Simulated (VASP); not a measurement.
Crystal: CaF2.

```
CELL_PARAMETERS angstrom
0.00000 2.71267 2.71267
2.71267 0.00000 2.71267
2.71267 2.71267 0.00000
ATOMIC_POSITIONS crystal
Ca 0.00000 0.00000 0.00000
F 0.75000 0.75000 0.75000
F 0.25000 0.25000 0.25000
```

Base run:

| Quantity | Value |
| --- | --- |
| Program | VASP 6.6.1 |
| Functional | BLYP |
| Potentials or basis | VASP PAW PBE potentials, release 64 (Ca_sv, F) |
| Cutoff | 600 eV |
| k mesh | 8 × 8 × 8 |
| Occupations | fermi-dirac, width 0.05 eV |
| Spin | no spin polarisation |

Its results: band gap on the k mesh 7.52 eV (least direct gap 7.78 eV); pressure 6.3 GPa.

Problem. The run is repeated on the same cell with these changes: functional from BLYP to SVWN5. What comes out?

Solution. Band gap on the k mesh 7.03 eV (least direct gap 7.30 eV); pressure -4.8 GPa.

SVWN5 binds more tightly than BLYP, so the same cell stands under less pressure.

Caveats: the PAW data sets were made with another functional, which shifts forces and pressure a little; the cell stands under pressure (at least some runs); the cell stands under tension (at least some runs).

A k mesh can miss the band edges.
